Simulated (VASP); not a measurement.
# RbBr (Immm) in VASP: further runs, part 2 of 2

VASP 6.6.1. Earlier steps stand in the parts before.

**3. Single point, PBE (shear xy strain +2.5%)**

Contents of INCAR:

```
PREC = Accurate ; ENCUT = 520
EDIFF = 1E-6 ; ISMEAR = -1
SIGMA = 0.02 ; LREAL = F
LASPH = T ; NELM = 100
ALGO = Normal ; ISIF = 2
LWAVE = F ; LCHARG = F
GGA = PE ; NBANDS = 15
```

Contents of KPOINTS:

```
Automatic mesh
0
Gamma
  6 6 6
```

Contents of POSCAR:

```
RbBr
1.0
    0.0432603263      3.4608261073      3.4608261073
    3.4608261073      0.0432603263      3.4608261073
    3.5040864336      3.5040864336      0.0000000000
Rb Br
1 1
Direct
    0.0000000000      0.0000000000      0.0000000000
    0.5000000000      0.5000000000      0.5000000000
```

Potentials or basis: VASP PAW PBE potentials, release 64 (Rb_sv, Br).

Launch:

```console
$ cat potpaw_PBE.64/Rb_sv/POTCAR potpaw_PBE.64/Br/POTCAR > POTCAR
$ mpirun -np 1 vasp_std > vasp.out
```

OUTCAR:

```text
PREC = Accurate
   ENCUT = 520
   EDIFF = 1E-6
   ISMEAR = -1
   LREAL = F
   LASPH = T
   NELM = 100
   ISIF = 2
   GGA = PE

 ion  position               nearest neighbor table
   1  0.000  0.000  0.000-   2 3.46   2 3.46   2 3.46   2 3.46   2 3.46   2 3.46
   2  0.500  0.500  0.500-   1 3.46   1 3.46   1 3.46   1 3.46   1 3.46   1 3.46

  LATTYP: Found a body centered orthorhombic cell.
 ALAT       =     4.8331678778
 B/A-ratio  =     1.0253164557
 C/A-ratio  =     1.4321149999

  Lattice vectors:

 A1 = (   3.4608261073,   0.0432603263,  -3.4608261073)
 A2 = (  -3.4608261073,  -0.0432603263,  -3.4608261073)
 A3 = (   0.0432603263,   3.4608261073,   3.4608261073)

Analysis of symmetry for initial positions (statically):
=====================================================================
 Subroutine PRICEL returns:
 Original cell was already a primitive cell.

 Routine SETGRP: Setting up the symmetry group for a
 body centered orthorhombic supercell.

 Subroutine GETGRP returns: Found  8 space group operations
 (whereof  8 operations were pure point group operations)
 out of a pool of  8 trial point group operations.

The static configuration has the point symmetry D_2h.

Analysis of symmetry for dynamics (positions and initial velocities):
=====================================================================
 Subroutine PRICEL returns:
 Original cell was already a primitive cell.

 Routine SETGRP: Setting up the symmetry group for a
 body centered orthorhombic supercell.

 Subroutine GETGRP returns: Found  8 space group operations
 (whereof  8 operations were pure point group operations)
 out of a pool of  8 trial point group operations.

The dynamic configuration has the point symmetry D_2h.

 Subroutine INISYM returns: Found  8 space group operations
 (whereof  8 operations are pure point group operations),
 and found     1 'primitive' translations

----------------------------------------------------------------------------------------

                                     Primitive cell

  volume of cell :      82.8899

  direct lattice vectors                    reciprocal lattice vectors
     0.043260326  3.460826107  3.460826107    -0.146302963  0.146302963  0.144474176
     3.460826107  0.043260326  3.460826107     0.146302963 -0.146302963  0.144474176
     3.504086434  3.504086434  0.000000000     0.142690544  0.142690544 -0.144474176

  length of vectors
     4.894538400  4.894538400  4.955526558     0.252352732  0.252352732  0.248181325

  position of ions in fractional coordinates (direct lattice)
     0.000000000  0.000000000  0.000000000
     0.500000000  0.500000000  0.500000000

  ion indices of the primitive-cell ions
   primitive index   ion index
                 1           1
                 2           2

----------------------------------------------------------------------------------------

 KPOINTS: Automatic mesh

Automatic generation of k-mesh.
 Grid dimensions read from file:
 generate k-points for:    6    6    6

 Generating k-lattice:

[... 23 lines left out ...]
  0.333333  0.166667  0.000000      4.000000
[... 16 lines left out ...]
 -0.166667  0.333333  0.166667      4.000000
  0.500000  0.500000  0.166667      4.000000
 [... further k-points ...]
   k-points           NKPTS =     46   k-points in BZ     NKDIM =     46   number of bands    NBANDS=     15
   number of dos      NEDOS =    301   number of ions     NIONS =      2
   total plane-waves  NPLWV =  51840
   dimension x,y,z NGX =    36 NGY =   36 NGZ =   40
   dimension x,y,z NGXF=    72 NGYF=   72 NGZF=   80
   ions per type =               1   1
   NGX,Y,Z   is equivalent  to a cutoff of  12.23, 12.23, 13.42 a.u.
   NGXF,Y,Z  is equivalent  to a cutoff of  24.46, 24.46, 26.84 a.u.
 SYSTEM =  unknown system
   PREC   = accura    normal or accurate (medium, high low for compatibility)
   ISTART =      0    job   : 0-new  1-cont  2-samecut
   ICHARG =      2    charge: 1-file 2-atom 10-const
   ISPIN  =      1    spin polarized calculation?
   LNONCOLLINEAR =      F non collinear calculations
   LSORBIT =      F    spin-orbit coupling
   LASPH  =      T    aspherical Exc in radial PAW
   ENCUT  =  520.0 eV  38.22 Ry    6.18 a.u.   9.10  9.10  9.21*2*pi/ulx,y,z
   NELM   =    100;   NELMIN=  2; NELMDL= -5     # of ELM steps
   EDIFF  = 0.1E-05   stopping-criterion for ELM
   LREAL  =      F    real-space projection
   EDIFFG = 0.1E-04   stopping-criterion for IOM
   NSW    =      0    number of steps for IOM
   IBRION =     -1    ionic relax: 0-MD 1-quasi-New 2-CG
   NFREE  =      0    steps in history (QN), initial steepest desc. (CG)
   ISIF   =      2    stress and relaxation
   ISYM   =      2    0-nonsym 1-usesym 2-fastsym
   POTIM  = 0.5000    time-step for ionic-motion
   TEBEG  =    0.0;   TEEND  =   0.0 temperature during run
   PSTRESS=    0.0 pullay stress
   NELECT =      16.0000    total number of electrons
   NUPDOWN=      -1.0000    fix difference up-down
   EMIN   =  10.00;   EMAX   =-10.00  energy-range for DOS
   EFERMI =   0.00;   METHOD = LEGACY
   ISMEAR =    -1;   SIGMA  =   0.02  broadening in eV -4-tet -1-fermi 0-gaus
   EFERMI_NEDOS =   21; number of points for ismear=-14 and -15
   IALGO  =     38    algorithm
   IMIX   =      4    mixing-type and parameters
     AMIX     =   0.40;   BMIX     =  1.00
     AMIX_MAG =   1.60;   BMIX_MAG =  1.00
  volume/ion in A,a.u.               =      41.44       279.68
  Fermi-wavevector in a.u.,A,eV,Ry     =   0.946123  1.787914 12.179242  0.895149
  Thomas-Fermi vector in A             =   2.074091
   LORBIT       =      0    0 simple, 1 ext, 2 COOP (PROOUT), +10 PAW based schemes
   GGA     = PE    functional components
   LHFCALC =     F    Hartree Fock is set to
   AEXX    =    0.0000 exact exchange contribution
   IVDW    =     0    specifies the selected vdW correction
   LEPSILON=     F    determine dielectric tensor
   LRPA    =     F    only Hartree local field effects (RPA)
 non-spin polarized calculation
  energy-cutoff  :      520.00
  volume of cell :       82.89
 maximum number of plane-waves:      2255
   NGX = 19   NGY = 19   NGZ = 19

 number of electron      15.9999999 magnetization

 Free energy of the ion-electron system (eV)
  ---------------------------------------------------
  ext. energy  EPLUGINS =         0.00000000
  ---------------------------------------------------
  free energy    TOTEN  =        -6.10861663 eV

  energy without entropy =       -6.10861663  energy(sigma->0) =       -6.10861663

 E-fermi :  -1.4401     XC(G=0):  -7.1185

 val. band max:       -1.8395249934   @ k =   0.0000   0.0000   0.0000
 cond. band min:       2.4269699624   @ k =   0.0000   0.0000   0.0000
 fundamental gap:      4.2664949557
 Fermi energy:        -1.4400648330

 k-point     1 :       0.0000    0.0000    0.0000
  band No.  band energies     occupation
      1     -26.3387      2.00000
      2     -14.0123      2.00000
      3     -10.4129      2.00000
      4     -10.4129      2.00000
      5     -10.4127      2.00000
      6      -1.8786      2.00000
      7      -1.8604      2.00000
      8      -1.8395      2.00000
      9       2.4270      0.00000
     10       5.3159      0.00000
     11       5.4101      0.00000
     12       5.5057      0.00000
     13       6.2784      0.00000
     14       6.2816      0.00000
[... 401 lines left out ...]
      2     -13.9852      2.00000
      3     -10.5331      2.00000
      4     -10.4614      2.00000
      5     -10.4540      2.00000
      6      -2.3810      2.00000
      7      -2.1605      2.00000
      8      -2.0326      2.00000
      9       4.1671      0.00000
     10       5.2876      0.00000
     11       6.9072      0.00000
     12       7.4669      0.00000
     13       7.5214      0.00000
     14       8.4405      0.00000
     15       8.9089      0.00000

 [... further k-points ...]

------------------------ aborting loop because EDIFF is reached ----------------------------------------

  FORCE on cell =-STRESS in cart. coord.  units (eV):
  Direction    XX          YY          ZZ          XY          YZ          ZX
  --------------------------------------------------------------------------------------
  -------------------------------------------------------------------------------------
  Total        0.2915621      0.2915621      0.2903211     -0.0505382     -0.0000000      0.0000000
  in kB        5.6355997      5.6355997      5.6116134     -0.9768529     -0.0000000      0.0000000
  external PRESSURE =       5.6276043 kB  Pullay stress =       0.0000000 kB

 VOLUME and BASIS-vectors are now :
 -----------------------------------------------------------------------------
  energy-cutoff  :      520.00
  volume of cell :       82.89
      direct lattice vectors                 reciprocal lattice vectors
     0.043260326  3.460826107  3.460826107    -0.146302963  0.146302963  0.144474176
     3.460826107  0.043260326  3.460826107     0.146302963 -0.146302963  0.144474176
     3.504086434  3.504086434  0.000000000     0.142690544  0.142690544 -0.144474176

 POSITION                                       TOTAL-FORCE (eV/Angst)
 -----------------------------------------------------------------------------------
      0.00000      0.00000      0.00000        -0.000000      0.000000     -0.000000
      3.50409      3.50409      3.46083         0.000000     -0.000000      0.000000
 -----------------------------------------------------------------------------------
    total drift:                                0.000000      0.000000      0.000000

  FREE ENERGIE OF THE ION-ELECTRON SYSTEM (eV)
  ---------------------------------------------------
  free  energy   TOTEN  =        -6.1086166317 eV

  energy  without entropy=       -6.1086166316  energy(sigma->0) =       -6.10861663
```

Run time: 77 s. Hardware: 1 thread of Oxide Virtual Turin-like, shared host; peak memory 0.21 GiB.

What came out:

```
Free energy            : -6.1086 eV
Pressure               : 0.6 GPa
Band gap on the k mesh : 4.27 eV
```

Caveat: the cell differs from its parent crystal (shear xy strain +2.5%).
